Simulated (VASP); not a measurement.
# Te (R-3m) in VASP: further runs, part 2 of 2

VASP 6.6.1. The steps go on from the part before.

### Step 5. Single point, r2SCAN (33.29 Å³/atom)

This run uses another cell than the first one, of 33.29 Å³/atom.

The input, POSCAR:

```
Te
1.0
    2.2981424849      1.3268331823      1.8195370088
   -2.2981424849      1.3268331823      1.8195370088
    0.0000000000     -2.6536663646      1.8195370089
Te
1
Direct
    0.5000000000      0.5000000000      0.5000000000
```

The input, INCAR.step1:

```
PREC = Accurate
ENCUT = 520
ISMEAR = 0
SIGMA = 0.1
LREAL = F
LASPH = T
NELM = 80
NBANDS = 9
GGA = PE
ALGO = Normal
EDIFF = 1E-4
LWAVE = T
LCHARG = F
```

The input, INCAR.step2:

```
PREC = Accurate
ENCUT = 520
EDIFF = 1E-6
ISMEAR = 0
SIGMA = 0.1
LREAL = F
LASPH = T
NELM = 80
ALGO = Normal
ISIF = 2
LWAVE = F
LCHARG = F
METAGGA = R2SCAN
LMIXTAU = T
NBANDS = 9
ISTART = 1
```

The input, KPOINTS:

```
Automatic mesh
0
Gamma
  15 15 15
```

Run with:

```console
$ cat potpaw_PBE.64/Te/POTCAR > POTCAR
$ cp INCAR.step1 INCAR
$ mpirun -np 1 vasp_std > vasp.out
$ cp INCAR.step2 INCAR
$ mpirun -np 1 vasp_std > vasp.out
```

Run time: 2 min. Hardware: 1 thread of AMD EPYC 9R45 (Zen 5), shared host; peak memory 0.19 GiB.

The run converged. Its results:

```yaml
Free_energy: -25.3362 eV
Pressure: -1.5 GPa
Band_gap_on_the_k_mesh: zero (bands 3 and 4 overlap by 5.47 eV)
```

Stress tensor (GPa, compression positive):
```
-1.58  0.00  0.00
 0.00 -1.58  0.00
 0.00  0.00 -1.45
```

Levels at points of the mesh, in eV from the Fermi level:
```tsv
k point	band 1	band 2	band 3	band 4	band 5	band 6
(0.00, 0.00, 0.00)	-14.08	1.11	1.26	1.26	6.39	6.39
```

Caveat: the PAW data sets were made with another functional, which shifts forces and pressure a little; spin-orbit coupling is left out, which moves the levels of the heavy elements.

### Step 6. Single point, r2SCAN (34.26 Å³/atom)

This run uses another cell than the first one, of 34.26 Å³/atom.

The input, POSCAR:

```
Te
1.0
    2.3071227470      1.3320179391      1.8579842777
   -2.3071227470      1.3320179391      1.8579842777
    0.0000000000     -2.6640358780      1.8579842778
Te
1
Direct
    0.5000000000      0.5000000000      0.5000000000
```

The input, INCAR.step1:

```
SYSTEM = Te
PREC     = Accurate       ! precision mode
ENCUT    = 520            ! plane-wave cutoff, eV
ISMEAR   = 0              ! smearing method
SIGMA    = 0.1            ! smearing width, eV
LREAL    = .FALSE.        ! projectors in reciprocal space
LASPH    = .TRUE.         ! aspherical terms in the spheres
NELM     = 100            ! most SCF steps
NBANDS   = 9              ! bands
GGA      = PE             ! functional
ALGO     = Normal         ! electronic algorithm
EDIFF    = 1E-4           ! SCF threshold, eV
LWAVE    = .TRUE.         ! write WAVECAR
LCHARG   = .FALSE.        ! write CHGCAR
```

The input, INCAR.step2:

```
SYSTEM = Te
PREC     = Accurate       ! precision mode
ENCUT    = 520            ! plane-wave cutoff, eV
EDIFF    = 1E-6           ! SCF threshold, eV
ISMEAR   = 0              ! smearing method
SIGMA    = 0.1            ! smearing width, eV
LREAL    = .FALSE.        ! projectors in reciprocal space
LASPH    = .TRUE.         ! aspherical terms in the spheres
NELM     = 100            ! most SCF steps
ALGO     = Normal         ! electronic algorithm
ISIF     = 2              ! what is computed and relaxed
LWAVE    = .FALSE.        ! write WAVECAR
LCHARG   = .FALSE.        ! write CHGCAR
METAGGA  = R2SCAN         ! meta-GGA
LMIXTAU  = .TRUE.       
NBANDS   = 9              ! bands
ISTART   = 1
```

The input, KPOINTS:

```
Automatic mesh
0
G
  15 15 15
  0 0 0
```

Potentials or basis: VASP PAW PBE potentials, release 64 (Te).

Run with:

```console
$ cat potpaw_PBE.64/Te/POTCAR > POTCAR
$ cp INCAR.step1 INCAR
$ mpirun -np 1 vasp_std > vasp.out
$ cp INCAR.step2 INCAR
$ mpirun -np 1 vasp_std > vasp.out
```

It took 2.1 min on 1 thread of AMD EPYC 9R45 (Zen 5), shared host; peak memory 0.19 GiB.

The run converged. Its results:

| Quantity | Value |
| --- | --- |
| Free energy | -25.3234 eV |
| Pressure | -2.8 GPa |
| Band gap on the k mesh | zero (bands 3 and 4 overlap by 5.40 eV) |

Levels at points of the mesh, in eV from the Fermi level:
| k point | band 1 | band 2 | band 3 | band 4 | band 5 | band 6 | band 7 |
| --- | --- | --- | --- | --- | --- | --- | --- |
| (0.00, 0.00, 0.00) | -13.86 | 1.13 | 1.20 | 1.20 | 6.43 | 6.43 | 7.00 |

Caveat: the PAW data sets were made with another functional, which shifts forces and pressure a little; spin-orbit coupling is left out, which moves the levels of the heavy elements.

### Step 7. Relaxation of shape and atoms at fixed volume, r2SCAN (31.35 Å³/atom)

The input, POSCAR:

```
Te
1.0
    2.2526226917      1.3005523175      1.7834970553
   -2.2526226917      1.3005523175      1.7834970553
    0.0000000000     -2.6011046349      1.7834970553
Te
1
Direct
    0.5000000000      0.5000000000      0.5000000000
```

The input, INCAR.step1:

```
SYSTEM = Te
PREC = Accurate ; ENCUT = 600
ISMEAR = 0 ; SIGMA = 0.1
LREAL = .FALSE. ; LASPH = .TRUE.
NELM = 100 ; GGA = PE
ALGO = Normal ; EDIFF = 1E-4
LWAVE = .TRUE. ; LCHARG = .FALSE.
```

The input, INCAR.step2:

```
SYSTEM = Te
PREC = Accurate ; ENCUT = 600
EDIFF = 1E-6 ; ISMEAR = 0
SIGMA = 0.1 ; LREAL = .FALSE.
LASPH = .TRUE. ; NELM = 100
ALGO = Normal ; ISIF = 4
LWAVE = .FALSE. ; LCHARG = .FALSE.
METAGGA = R2SCAN ; LMIXTAU = .TRUE.
IBRION = 2 ; NSW = 50
EDIFFG = -0.01 ; ISTART = 1
```

KPOINTS is that of step 6.

Run with:

```console
$ cat potpaw_PBE.64/Te/POTCAR > POTCAR
$ cp INCAR.step1 INCAR
$ mpirun -np 1 vasp_std > vasp.out
$ cp INCAR.step2 INCAR
$ mpirun -np 1 vasp_std > vasp.out
```

Run time: 5.1 min. Hardware: 1 thread of Intel Xeon 6975P-C (Granite Rapids), shared host; peak memory 0.24 GiB.

The run converged. Its results:

| Quantity | Value |
| --- | --- |
| Free energy | -25.3364 eV |
| Energy gained by relaxing | 0.1 meV/atom |
| Ionic steps | 4 |
| Pressure after relaxing | 1.7 GPa |
| Band gap on the k mesh | zero (bands 3 and 4 overlap by 5.82 eV) |

Step by step:
```csv
step,energy change (eV),largest force (eV/Å),pressure (GPa),volume (Å³)
1,0.0000,0.0000,1.75,31.35
2,0.0000,0.0000,1.75,31.35
3,-0.0001,0.0000,1.74,31.35
4,-0.0001,0.0000,1.71,31.35
```

Final structure:
```cif
data_structure
_symmetry_space_group_name_H-M 'P 1'
_symmetry_Int_Tables_number 1
_cell_length_a 3.1544
_cell_length_b 3.1544
_cell_length_c 3.1544
_cell_angle_alpha 91.600
_cell_angle_beta 91.600
_cell_angle_gamma 91.600
_cell_volume 31.35
loop_
_atom_site_label
_atom_site_type_symbol
_atom_site_fract_x
_atom_site_fract_y
_atom_site_fract_z
_atom_site_occupancy
Te1 Te 0.50000 0.50000 0.50000 1
```

Levels at points of the mesh, in eV from the Fermi level:
```tsv
k point	band 1	band 2	band 3	band 4	band 5	band 6
(0.00, 0.00, 0.00)	-14.58	1.13	1.35	1.35	6.30	6.30
```

Caveat: the PAW data sets were made with another functional, which shifts forces and pressure a little; spin-orbit coupling is left out, which moves the levels of the heavy elements.

### Step 8. The runs side by side

```csv
task,cell,cutoff (eV),gap on the mesh (eV),pressure (GPa)
single point,"a = 3.154 Å, angles 91.2°, 1 atom",520,none,1.8
single point,"a = 3.186 Å, angles 91.2°, 1 atom",520,none,0.0
single point,"a = 3.218 Å, angles 91.2°, 1 atom",520,none,-1.5
single point,"a = 3.248 Å, angles 90.5°, 1 atom",520,none,-2.8
relaxation of shape and atoms at fixed volume,"relaxed from a = 3.154 Å, angles 91.2°, 1 atom",600,none,1.7
```

Alike in all rows: level r2SCAN; potentials or basis VASP PAW PBE potentials, release 64 (Te); no spin polarisation; k mesh 15 × 15 × 15; smearing gaussian 0.1 eV.

Caveats: the PAW data sets were made with another functional, which shifts forces and pressure a little; spin-orbit coupling is left out, which moves the levels of the heavy elements.

Total energies depend on the potentials used, so only differences within one code and one set of settings carry meaning.
